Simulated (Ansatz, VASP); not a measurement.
One calculation of Sr, two programs

File POSCAR:

```
Sr
1.0
   -2.4464910023      2.4464910023      2.4464910023
    2.4464910023     -2.4464910023      2.4464910023
    2.4464910023      2.4464910023     -2.4464910023
Sr
1
Direct
    0.0000000000      0.0000000000      0.0000000000
```

INCAR.step1

```
  PREC = Accurate
  ENCUT = 520
  ISMEAR = -1
  SIGMA = 0.1
  LREAL = False
  LASPH = True
  NELM = 80
  NBANDS = 11
  GGA = PE
  ALGO = Normal
  EDIFF = 1E-4
  LWAVE = True
  LCHARG = False
```

Contents of INCAR.step2:

```
  PREC = Accurate
  ENCUT = 520
  EDIFF = 1E-6
  ISMEAR = -1
  SIGMA = 0.1
  LREAL = False
  LASPH = True
  NELM = 80
  ALGO = Normal
  ISIF = 2
  LWAVE = False
  LCHARG = False
  METAGGA = R2SCAN
  LMIXTAU = True
  NBANDS = 11
  ISTART = 1
```

Contents of KPOINTS:

```
Automatic mesh
0
Gamma
  10 10 10
```

Input for Ansatz:

```yaml
crystal:
  lattice:
    - [-2.4464910023, 2.4464910023, 2.4464910023]
    - [2.4464910023, -2.4464910023, 2.4464910023]
    - [2.4464910023, 2.4464910023, -2.4464910023]
  atoms:
    - { symbol: Sr, position: [0.0, 0.0, 0.0] }
hamiltonian:
  xc: r2scan
  pseudopotentials:
    kind: paw
    azcp:
      Sr: "pseudopotentials/Sr.paw.azcp"
basis:
  ecutwfc: 500
  fft_grid_basis: typed
kpoints:
  mp_grid: { grid: [10, 10, 10], shift: [0, 0, 0] }
magnetization:
  spin_polarized: false
scf:
  occupations: { method: fermi_dirac, width: 0.1 }
  lower_state_search: "off"
output:
  stress: true
```

Alike in both runs: task single point; functional r2SCAN; k mesh 10 × 10 × 10; occupations fermi-dirac, width 0.1 eV; no spin polarisation.

```csv
,VASP,Ansatz
version,VASP 6.6.1,Ansatz 0.2.0
potentials or method,"VASP PAW PBE potentials, release 64 (Sr_sv), cutoff 520 eV","plane waves (500 eV) with PAW, scalar-relativistic"
valence electrons in the cell,10,10
```

|  | VASP | Ansatz | Ansatz less VASP |
| --- | --- | --- | --- |
| pressure (GPa) | -0.4 | -0.4 | -0.01 |

VASP's potentials were made for PBE, not for r2SCAN. With one functional, cell and mesh, what is left measures potentials, basis and numerics.
